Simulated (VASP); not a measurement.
TiC, 8 atoms in the cell. Symmetry: P4mm, No. 99, tetragonal system. The conventional cell has a = 4.333 Å, b = 4.333 Å, c = 4.333 Å, α = 90.00°, β = 90.00°, γ = 90.00°. Within 2.9 Å of Ti (site symmetry 2mm) lie 6 C at 2.17 Å. Within 2.8 Å of Ti (site symmetry 4mm) lie 6 C at 2.09 to 2.25 Å. Ti (site symmetry 4mm) has 6 C at 2.17 Å within 2.9 Å. C (site symmetry 4mm) has 6 Ti at 2.09 to 2.25 Å within 2.8 Å. C (site symmetry 4mm) has 6 Ti at 2.17 Å within 2.9 Å. C (site symmetry 2mm) has 6 Ti at 2.17 Å and 12 C at 3.01 to 3.12 Å within 3.2 Å.  This cell differs from its parent crystal: atom 5 (C) moved +0.080 Å along Cartesian [0 0 1].

* Program: VASP 6.6.1
* Task: single point
* Functional: PBE
* Potentials or basis: VASP PAW PBE potentials, release 64 (Ti_sv, C)
* Cutoff: 520 eV
* k mesh: 14 × 14 × 14
* Occupations: gaussian, width 0.15 eV
* Spin: no spin polarisation
* Dipole correction: no
* Further INCAR settings: ALGO = Normal; EDIFF = 1e-07; NBANDS = 42

Potentials or basis: VASP PAW PBE potentials, release 64 (Ti_sv, C).

The run is started by

```sh
$ cat potpaw_PBE.64/Ti_sv/POTCAR potpaw_PBE.64/C/POTCAR > POTCAR
$ mpirun -np 1 vasp_std > vasp.out
```

Hardware: 1 thread of AMD EPYC 9R45 96-Core Processor (Zen 5) (shared host).

Problem. How long does it take, and how much memory?

Solution. Wall time 8.4 min on 1 thread of AMD EPYC 9R45 96-Core Processor (Zen 5) (shared host), peak memory 0.71 GiB. Counts: scf iterations 18, k points 288.
